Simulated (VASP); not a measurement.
Runs of VASP 6.6.1 on BAs2. The structure is that of space group P4/mmm (No. 123), or close to it. The cells are those of the table. 

```csv
task,potentials or basis,cell,k mesh,cutoff (eV),second run,gap on the mesh (eV),pressure (GPa),largest force (eV/Å)
single point,"VASP PAW PBE potentials, release 64 (B, As)","a = 3.047, b = 3.047, c = 6.318 Å, 3 atoms",16 × 16 × 8,520,-,none,0.3,0.09
single point,"VASP PAW PBE potentials, release 64 (B, As)","a = 3.038, b = 3.038, c = 6.320 Å, 3 atoms",6 × 6 × 4,520,-,none,0.3,0.09
relaxation of cell and atoms,"VASP PAW PBE potentials, release 64 (B, As)","relaxed from a = 2.932, b = 2.932, c = 6.049 Å, 3 atoms",6 × 6 × 4,600,-,none,-0.2,0.03
single point,"VASP PAW PBE potentials, release 64 (B, As_d)","a = 3.047, b = 3.047, c = 6.318 Å, 3 atoms",16 × 16 × 8,600,valence_matched,none,(a),0.02
single point,"VASP PAW PBE potentials, release 64 (B, As_d)","a = 3.038, b = 3.038, c = 6.320 Å, 3 atoms",6 × 6 × 4,600,valence_matched,none,0.2,0.02
```

Alike in all rows: level PBE; no spin polarisation; smearing gaussian 0.1 eV.

Problem. Estimate the missing entries.

Solution. (a) 0.1.

Caveats: this functional lacks dispersion, which binds the layers, so the pressure and a relaxed spacing across them are unreliable.

A k mesh can miss the band edges, and the runs leave out spin-orbit coupling on As.

A gap of «none» marks levels without a gap at the run's occupations.

The runs don't all hold the same shells in valence.
